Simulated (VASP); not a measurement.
# Si (P6/mmm) in VASP: further runs

The runs below take Si through single point, with r2SCAN.

Everything below comes from runs of VASP 6.6.1. Logs are shortened: lines on timing, memory, paths and dates and some standing lists are left out, and cuts for length are marked.

### Step 1. The cell of the first run

Symmetry: P6/mmm, No. 191, hexagonal system. Conventional cell: a = 2.657 Å, b = 2.657 Å, c = 2.514 Å, α = 90.00°, β = 90.00°, γ = 120.00°. Within 3.3 Å of Si (site symmetry 6/mmm) lie 8 Si at 2.51 to 2.66 Å.

This isn't the form of Si at room conditions, which is diamond.

### Step 2. Single point, r2SCAN (15.37 Å³/atom)

Input file POSCAR:

```
Si
1.0
    2.6574065881      0.0000000000      0.0000000000
   -1.3287032940      2.3013816135      0.0000000000
    0.0000000000      0.0000000000      2.5139934016
Si
1
Direct
    0.0000000000      0.0000000000      0.0000000000
```

Input file INCAR.step1:

```
SYSTEM = Si
PREC = Accurate
ENCUT = 520
ISMEAR = 0
SIGMA = 0.1
LREAL = .FALSE.
LASPH = .TRUE.
NELM = 80
NBANDS = 8
GGA = PE
ALGO = Normal
EDIFF = 1E-4
LWAVE = .TRUE.
LCHARG = .FALSE.
```

Input file INCAR.step2:

```
SYSTEM = Si
PREC = Accurate
ENCUT = 520
EDIFF = 1E-6
ISMEAR = 0
SIGMA = 0.1
LREAL = .FALSE.
LASPH = .TRUE.
NELM = 80
ALGO = Normal
ISIF = 2
LWAVE = .FALSE.
LCHARG = .FALSE.
METAGGA = R2SCAN
LMIXTAU = .TRUE.
NBANDS = 8
ISTART = 1
```

Input file KPOINTS:

```
Automatic mesh
0
G
  18 18 16
  0 0 0
```

Potentials or basis: VASP PAW PBE potentials, release 64 (Si).

Command:

```console
$ cat potpaw_PBE.64/Si/POTCAR > POTCAR
$ cp INCAR.step1 INCAR
$ mpirun -np 1 vasp_std > vasp.out
$ cp INCAR.step2 INCAR
$ mpirun -np 1 vasp_std > vasp.out
```

OUTCAR:

```text
SYSTEM = Si
   PREC = Accurate
   ENCUT = 520
   EDIFF = 1E-6
   ISMEAR = 0
   LREAL = .FALSE.
   LASPH = .TRUE.
   NELM = 80
   ISIF = 2
   METAGGA = R2SCAN
   ISTART = 1

 ion  position               nearest neighbor table
   1  0.000  0.000  0.000-

  LATTYP: Found a hexagonal cell.
 ALAT       =     2.6574065881
 C/A-ratio  =     0.9460326519

  Lattice vectors:

 A1 = (   2.6574065881,   0.0000000000,   0.0000000000)
 A2 = (  -1.3287032940,   2.3013816135,   0.0000000000)
 A3 = (   0.0000000000,   0.0000000000,   2.5139934016)

Analysis of symmetry for initial positions (statically):
=====================================================================
 Subroutine PRICEL returns:
 Original cell was already a primitive cell.

 Routine SETGRP: Setting up the symmetry group for a
 hexagonal supercell.

 Subroutine GETGRP returns: Found 24 space group operations
 (whereof 24 operations were pure point group operations)
 out of a pool of 24 trial point group operations.

The static configuration has the point symmetry D_6h.

Analysis of symmetry for dynamics (positions and initial velocities):
=====================================================================
 Subroutine PRICEL returns:
 Original cell was already a primitive cell.

 Routine SETGRP: Setting up the symmetry group for a
 hexagonal supercell.

 Subroutine GETGRP returns: Found 24 space group operations
 (whereof 24 operations were pure point group operations)
 out of a pool of 24 trial point group operations.

The dynamic configuration has the point symmetry D_6h.

 Subroutine INISYM returns: Found 24 space group operations
 (whereof 24 operations are pure point group operations),
 and found     1 'primitive' translations

----------------------------------------------------------------------------------------

                                     Primitive cell

  volume of cell :      15.3748

  direct lattice vectors                    reciprocal lattice vectors
     2.657406588  0.000000000  0.000000000     0.376306736  0.217260795  0.000000000
    -1.328703294  2.301381613  0.000000000     0.000000000  0.434521591  0.000000000
     0.000000000  0.000000000  2.513993402     0.000000000  0.000000000  0.397773518

  length of vectors
     2.657406588  2.657406588  2.513993402     0.434521591  0.434521591  0.397773518

  position of ions in fractional coordinates (direct lattice)
     0.000000000  0.000000000  0.000000000
[... 72 lines left out ...]
   LSORBIT =      F    spin-orbit coupling
   LASPH  =      T    aspherical Exc in radial PAW
   ENCUT  =  520.0 eV  38.22 Ry    6.18 a.u.   4.94  4.94  4.67*2*pi/ulx,y,z
   NELM   =     80;   NELMIN=  2; NELMDL=  0     # of ELM steps
   EDIFF  = 0.1E-05   stopping-criterion for ELM
   LREAL  =      F    real-space projection
   EDIFFG = 0.1E-04   stopping-criterion for IOM
   NSW    =      0    number of steps for IOM
   IBRION =     -1    ionic relax: 0-MD 1-quasi-New 2-CG
   NFREE  =      0    steps in history (QN), initial steepest desc. (CG)
   ISIF   =      2    stress and relaxation
   ISYM   =      2    0-nonsym 1-usesym 2-fastsym
   POTIM  = 0.5000    time-step for ionic-motion
   TEBEG  =    0.0;   TEEND  =   0.0 temperature during run
   PSTRESS=    0.0 pullay stress
   NELECT =       4.0000    total number of electrons
   NUPDOWN=      -1.0000    fix difference up-down
   EMIN   =  10.00;   EMAX   =-10.00  energy-range for DOS
   EFERMI =   0.00;   METHOD = LEGACY
   ISMEAR =     0;   SIGMA  =   0.10  broadening in eV -4-tet -1-fermi 0-gaus
   EFERMI_NEDOS =   21; number of points for ismear=-14 and -15
   IALGO  =     38    algorithm
   IMIX   =      4    mixing-type and parameters
     AMIX     =   0.40;   BMIX     =  1.00
     AMIX_MAG =   1.60;   BMIX_MAG =  1.00
  volume/ion in A,a.u.               =      15.37       103.75
  Fermi-wavevector in a.u.,A,eV,Ry     =   1.045100  1.974953 14.860750  1.092234
  Thomas-Fermi vector in A             =   2.179881
   LORBIT       =      0    0 simple, 1 ext, 2 COOP (PROOUT), +10 PAW based schemes
   METAGGA = R2SCAN    functional components
   LHFCALC =     F    Hartree Fock is set to
   AEXX    =    0.0000 exact exchange contribution
   IVDW    =     0    specifies the selected vdW correction
   LEPSILON=     F    determine dielectric tensor
   LRPA    =     F    only Hartree local field effects (RPA)
 non-spin polarized calculation
 Gauss-broadening in eV      SIGMA  =   0.10
  energy-cutoff  :      520.00
  volume of cell :       15.37
 maximum number of plane-waves:       435
 NGX is ok and might be reduce to    20
   NGX =  9   NGY =  9   NGZ =  9

 number of electron       4.0000000 magnetization

 Free energy of the ion-electron system (eV)
  ---------------------------------------------------
  ext. energy  EPLUGINS =         0.00000000
  ---------------------------------------------------
  free energy    TOTEN  =        -8.32372495 eV

  energy without entropy =       -8.32172779  energy(sigma->0) =       -8.32272637

 E-fermi :   9.1341     XC(G=0): -11.4587

 val. band max:        9.1144707516   @ k =   0.1667   0.1111   0.2500
 cond. band min:       9.1411745198   @ k =   0.2222   0.0556   0.2500
 fundamental gap:      0.0267037682
 Fermi energy:         9.1340679124

 k-point     1 :       0.0000    0.0000    0.0000
  band No.  band energies     occupation
      1      -5.3793      2.00000
      2      16.8968      0.00000
      3      17.0414      0.00000
      4      19.7510      0.00000
      5      19.7510      0.00000
      6      21.9933      0.00000
      7      21.9933      0.00000
      8      27.6282      0.00000
[... 243 lines left out ...]
 k-point    24 :       0.3889    0.1111    0.0000
  band No.  band energies     occupation
      1       0.4583      2.00000
      2       3.6855      2.00000
      3      11.1668      0.00000
      4      19.5815      0.00000
      5      21.7231      0.00000
      6      25.5127      0.00000
      7      26.3619      0.00000
      8      29.8930      0.00000

 [... further k-points ...]
[... 5 lines left out ...]
  --------------------------------------------------------------------------------------
  -------------------------------------------------------------------------------------
  Total       -0.2986855     -0.2986855     -0.3080617     -0.0000000      0.0000000      0.0000000
  in kB      -31.1253335    -31.1253335    -32.1024025     -0.0000000      0.0000000      0.0000000
  external PRESSURE =     -31.4510231 kB  Pullay stress =       0.0000000 kB

 VOLUME and BASIS-vectors are now :
 -----------------------------------------------------------------------------
  energy-cutoff  :      520.00
  volume of cell :       15.37
      direct lattice vectors                 reciprocal lattice vectors
     2.657406588  0.000000000  0.000000000     0.376306736  0.217260795  0.000000000
    -1.328703294  2.301381613  0.000000000     0.000000000  0.434521591  0.000000000
     0.000000000  0.000000000  2.513993402     0.000000000  0.000000000  0.397773518

 POSITION                                       TOTAL-FORCE (eV/Angst)
 -----------------------------------------------------------------------------------
      0.00000      0.00000      0.00000         0.000000      0.000000      0.000000
 -----------------------------------------------------------------------------------
    total drift:                               -0.000000      0.000000     -0.000000

  FREE ENERGIE OF THE ION-ELECTRON SYSTEM (eV)
  ---------------------------------------------------
  free  energy   TOTEN  =        -8.3237249502 eV

  energy  without entropy=       -8.3217277892  energy(sigma->0) =       -8.32272637
```

OSZICAR.step1:

```text
N       E                     dE             d eps       ncg     rms          rms(c)
DAV:   1    -0.240117493469E+01   -0.24012E+01   -0.17610E+03  5712   0.376E+02
DAV:   2    -0.510431480742E+01   -0.27031E+01   -0.25538E+01  7736   0.304E+01
DAV:   3    -0.512064621603E+01   -0.16331E-01   -0.16323E-01  6192   0.251E+00
DAV:   4    -0.512066694348E+01   -0.20727E-04   -0.20727E-04  8584   0.953E-02
DAV:   5    -0.512066695129E+01   -0.78125E-08   -0.77964E-08  6128   0.105E-03    0.275E+00
DAV:   6    -0.511722151567E+01    0.34454E-02   -0.23038E-03  6216   0.227E-01    0.157E+00
DAV:   7    -0.511498597443E+01    0.22355E-02   -0.50669E-03  6104   0.344E-01    0.160E-01
DAV:   8    -0.511498329512E+01    0.26793E-05   -0.13835E-04  5984   0.709E-02
   1 F= -.51149833E+01 E0= -.51139060E+01  d E =-.215463E-02
```

Run time: 71 s. Hardware: 1 thread of AMD EPYC 9R45 (Zen 5), shared host; peak memory 0.11 GiB.

What came out:

| Quantity | Value |
| --- | --- |
| Free energy | -8.3237 eV |
| Pressure | -3.1 GPa |
| Band gap on the k mesh | zero (bands 2 and 3 overlap by 12.38 eV) |

Stress tensor (GPa, compression positive):
```
-3.11  0.00  0.00
 0.00 -3.11  0.00
 0.00  0.00 -3.21
```

Caveat: the cell stands under tension; the PAW data sets were made with another functional, which shifts forces and pressure a little.

### Step 3. Single point, r2SCAN (15.82 Å³/atom)

This run uses another cell than the first one, of 15.82 Å³/atom.

Input file POSCAR:

```
Si
1.0
    2.6857683221      0.0000000000      0.0000000000
   -1.3428841611      2.3259435956      0.0000000000
    0.0000000000      0.0000000000      2.5328629684
Si
1
Direct
    0.0000000000      0.0000000000      0.0000000000
```

Input file INCAR.step1:

```
SYSTEM = Si
  PREC = Accurate
  ENCUT = 520
  ISMEAR = 0
  SIGMA = 0.1
  LREAL = .False.
  LASPH = .True.
  NELM = 100
  NBANDS = 8
  GGA = PE
  ALGO = Normal
  EDIFF = 1E-4
  LWAVE = .True.
  LCHARG = .False.
```

Input file INCAR.step2:

```
SYSTEM = Si
  PREC = Accurate
  ENCUT = 520
  EDIFF = 1E-6
  ISMEAR = 0
  SIGMA = 0.1
  LREAL = .False.
  LASPH = .True.
  NELM = 100
  ALGO = Normal
  ISIF = 2
  LWAVE = .False.
  LCHARG = .False.
  METAGGA = R2SCAN
  LMIXTAU = .True.
  NBANDS = 8
  ISTART = 1
```

Input file KPOINTS:

```
regular mesh
0
Gamma
  18 18 16
  0 0 0
```

Potentials or basis: VASP PAW PBE potentials, release 64 (Si).

Command:

```console
$ cat potpaw_PBE.64/Si/POTCAR > POTCAR
$ cp INCAR.step1 INCAR
$ mpirun -np 1 vasp_std > vasp.out
$ cp INCAR.step2 INCAR
$ mpirun -np 1 vasp_std > vasp.out
```

Run time: 71 s. Hardware: 1 thread of AMD EPYC 9R45 (Zen 5), shared host; peak memory 0.12 GiB.

The run converged. Its results:

```
Free energy            : -8.3112 eV
Pressure               : -5.7 GPa
Band gap on the k mesh : zero (bands 2 and 3 overlap by 12.25 eV)
```

Stress tensor (GPa, compression positive):
```
-5.71  0.00  0.00
 0.00 -5.71  0.00
 0.00  0.00 -5.80
```

Levels at points of the mesh, in eV from the Fermi level:
| k point | band 1 | band 2 | band 3 | band 4 | band 5 | band 6 | band 7 |
| --- | --- | --- | --- | --- | --- | --- | --- |
| (0.00, 0.00, 0.00) | -14.26 | 7.76 | 7.80 | 10.23 | 10.23 | 12.70 | 12.70 |
| (0.50, 0.00, 0.00) | -7.83 | -6.75 | 5.12 | 6.80 | 12.59 | 15.42 | 17.27 |
| (0.00, 0.00, 0.50) | -9.53 | -7.08 | 13.78 | 13.78 | 15.38 | 15.38 | 16.85 |
| (0.50, 0.00, 0.50) | -3.08 | -2.19 | -2.18 | 2.05 | 8.69 | 12.46 | 12.81 |

Caveat: the cell stands under tension; the PAW data sets were made with another functional, which shifts forces and pressure a little.

The gap in the log of VASP goes by the Fermi energy; the results here count the filled bands.